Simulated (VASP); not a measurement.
Crystal: BiC2.

```
Bi C
1.0
     2.77852    0.00000    0.00000
    -1.38926    2.40627    0.00000
     0.00000    0.00000    7.38726
Bi C
1 2
Direct
  0.00000 0.00000 0.00000
  0.33333 0.66667 0.50000
  0.66667 0.33333 0.50000
```

```yaml
Program: VASP 6.6.1
Task: relaxation of cell and atoms
Functional: PBE
Potentials_or_basis: VASP PAW PBE potentials, release 64 (Bi_d, C)
Cutoff: 600 eV
k_mesh: 18 × 18 × 6
Occupations: gaussian, width 0.1 eV
Spin: no spin polarisation
```

At the start: pressure 2.6 GPa; volume 16.46 Å³/atom.

Task: How do energy, volume and symmetry change on relaxing?

Result: Over 11 steps the energy falls by 18.2 meV/atom and the volume is 19.37 Å³/atom (+17.7 %); space group P6/mmm (No. 191, to 0.1 Å) before and after.

Step by step:
| step | energy change (eV) | largest force (eV/Å) | pressure (GPa) | volume (Å³) |
| --- | --- | --- | --- | --- |
| 1 | 0.0000 | 0.0000 | 2.63 | 49.39 |
| 2 | 0.0039 | 0.0000 | -2.90 | 51.35 |
| 3 | -0.0069 | 0.0000 | 0.08 | 50.25 |
| 4 | -0.0166 | 0.0000 | 0.03 | 50.94 |
| 5 | -0.0381 | 0.0000 | 0.00 | 53.03 |
| 6 | -0.0543 | 0.0000 | 0.09 | 57.18 |
| 7 | -0.0547 | 0.0000 | 0.09 | 57.76 |
| 8 | -0.0547 | 0.0000 | 0.11 | 57.91 |
| 9 | -0.0547 | 0.0000 | 0.11 | 58.06 |
| 10 | -0.0536 | 0.0000 | -0.87 | 58.56 |
| 11 | -0.0547 | 0.0000 | 0.01 | 58.12 |

Final structure:
```
Bi C
1.0
     2.79101    0.00000    0.00000
    -1.39551    2.41709    0.00000
     0.00000    0.00000    8.61556
Bi C
1 2
Direct
  0.00000 0.00000 0.00000
  0.33333 0.66667 0.50000
  0.66667 0.33333 0.50000
```

Caveat: the volume moved by over 15 % at a fixed basis, so the end points are rough; this functional lacks dispersion, which binds layers or chains, so the pressure and a relaxed spacing across them are unreliable.
